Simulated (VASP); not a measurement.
# Ti (P6_3/mmc) in VASP: further runs, part 2 of 2

VASP 6.6.1.

### 3 Single point, PBEsol (strain +0.030 along x and y, -0.015 along z)

Input file INCAR:

```
  PREC = Accurate
  ENCUT = 520
  EDIFF = 1E-7
  ISMEAR = 0
  SIGMA = 0.15
  LREAL = False
  LASPH = True
  NELM = 80
  ALGO = Fast
  ISIF = 2
  LWAVE = False
  LCHARG = False
  GGA = PS
  NBANDS = 19
```

Input file KPOINTS:

```
Automatic mesh
0
Gamma
  18 18 10
```

Input file POSCAR:

```
Ti
1.0
    3.0384977962      0.0000000000      0.0000000000
   -1.5192488981      2.6314162809      0.0000000000
    0.0000000000      0.0000000000      4.6157100000
Ti
2
Direct
    0.3333333333      0.6666666667      0.2500000000
    0.6666666667      0.3333333333      0.7500000000
```

Potentials or basis: VASP PAW PBE potentials, release 64 (Ti_sv).

On the command line:

```
cat potpaw_PBE.64/Ti_sv/POTCAR > POTCAR
mpirun -np 1 vasp_std > vasp.out
```

OUTCAR:

```text
PREC = Accurate
   ENCUT = 520
   EDIFF = 1E-7
   ISMEAR = 0
   LREAL = False
   LASPH = True
   NELM = 80
   ISIF = 2
   GGA = PS

 ion  position               nearest neighbor table
   1  0.333  0.667  0.250-   2 2.90   2 2.90   2 2.90   2 2.90   2 2.90   2 2.90
   2  0.667  0.333  0.750-   1 2.90   1 2.90   1 2.90   1 2.90   1 2.90   1 2.90

  LATTYP: Found a hexagonal cell.
 ALAT       =     3.0384977962
 C/A-ratio  =     1.5190763034

  Lattice vectors:

 A1 = (   3.0384977962,   0.0000000000,   0.0000000000)
 A2 = (  -1.5192488981,   2.6314162809,   0.0000000000)
 A3 = (   0.0000000000,   0.0000000000,   4.6157100000)

Analysis of symmetry for initial positions (statically):
=====================================================================
 Subroutine PRICEL returns:
 Original cell was already a primitive cell.

 Routine SETGRP: Setting up the symmetry group for a
 hexagonal supercell.

 Subroutine GETGRP returns: Found 24 space group operations
 (whereof 12 operations were pure point group operations)
[... 164 lines left out ...]
  free energy    TOTEN  =       -16.56225119 eV

  energy without entropy =      -16.53671546  energy(sigma->0) =      -16.54948333

 E-fermi :   7.5919     XC(G=0): -11.3467

 val. band max:        7.5893261842   @ k =   0.1667   0.0000   0.2000
 cond. band min:       7.5956707349   @ k =   0.0556   0.0556   0.5000
 fundamental gap:      0.0063445507
 Fermi energy:         7.5919444020

 k-point     1 :       0.0000    0.0000    0.0000
  band No.  band energies     occupation
      1     -49.1564      2.00000
      2     -49.0297      2.00000
      3     -25.8112      2.00000
      4     -25.2687      2.00000
      5     -25.2687      2.00000
      6     -25.1715      2.00000
[... 505 lines left out ...]
      6     -25.3944      2.00000
[... 11 lines left out ...]
     18      10.9212      0.00000
     19      11.3983      0.00000

 [... further k-points ...]

------------------------ aborting loop because EDIFF is reached ----------------------------------------

  FORCE on cell =-STRESS in cart. coord.  units (eV):
  Direction    XX          YY          ZZ          XY          YZ          ZX
  --------------------------------------------------------------------------------------
  -------------------------------------------------------------------------------------
  Total       -2.5476117     -2.5476117     -1.7158161      0.0000000      0.0000000      0.0000000
  in kB     -110.6004295   -110.6004295    -74.4893747      0.0000000      0.0000000      0.0000000
  external PRESSURE =     -98.5634112 kB  Pullay stress =       0.0000000 kB

 VOLUME and BASIS-vectors are now :
 -----------------------------------------------------------------------------
  energy-cutoff  :      520.00
  volume of cell :       36.91
      direct lattice vectors                 reciprocal lattice vectors
     3.038497796  0.000000000  0.000000000     0.329109997  0.190011745  0.000000000
    -1.519248898  2.631416281  0.000000000     0.000000000  0.380023490  0.000000000
     0.000000000  0.000000000  4.615710000     0.000000000  0.000000000  0.216651393

 POSITION                                       TOTAL-FORCE (eV/Angst)
 -----------------------------------------------------------------------------------
     -0.00000      1.75428      1.15393        -0.000000      0.000000      0.000000
      1.51925      0.87714      3.46178         0.000000     -0.000000      0.000000
 -----------------------------------------------------------------------------------
    total drift:                               -0.000000      0.000000     -0.000000

  FREE ENERGIE OF THE ION-ELECTRON SYSTEM (eV)
  ---------------------------------------------------
  free  energy   TOTEN  =       -16.5622511943 eV

  energy  without entropy=      -16.5367154599  energy(sigma->0) =      -16.54948333
```

Run time: 14 min. Hardware: 1 thread of AMD EPYC 7R43 (Zen 3), shared host; peak memory 0.2 GiB.

Results:

```yaml
Free_energy: -16.5623 eV
Pressure: -9.9 GPa
Band_gap_on_the_k_mesh: zero (bands 12 and 13 overlap by 1.05 eV)
```

Stress tensor (GPa, compression positive):
```
-11.06   0.00   0.00
  0.00 -11.06   0.00
  0.00   0.00  -7.45
```

Levels at points of the mesh, in eV from the Fermi level:
```csv
k point,band 9,band 10,band 11,band 12,band 13,band 14,band 15,band 16
"(0.00, 0.00, 0.00)",-6.06,-2.52,0.68,0.68,1.01,1.07,1.21,1.21
"(0.50, 0.00, 0.00)",-2.33,-2.02,-1.66,-0.81,0.27,0.71,1.25,2.96
"(0.00, 0.00, 0.50)",-4.19,-4.19,0.24,0.24,0.53,0.53,0.53,0.53
"(0.50, 0.00, 0.50)",-2.40,-2.40,-0.68,-0.68,1.15,1.15,1.49,1.49
```

Caveat: the cell differs from its parent crystal (strain +0.030 along x and y, -0.015 along z); the cell stands under tension; the PAW data sets were made with another functional, which shifts forces and pressure a little.
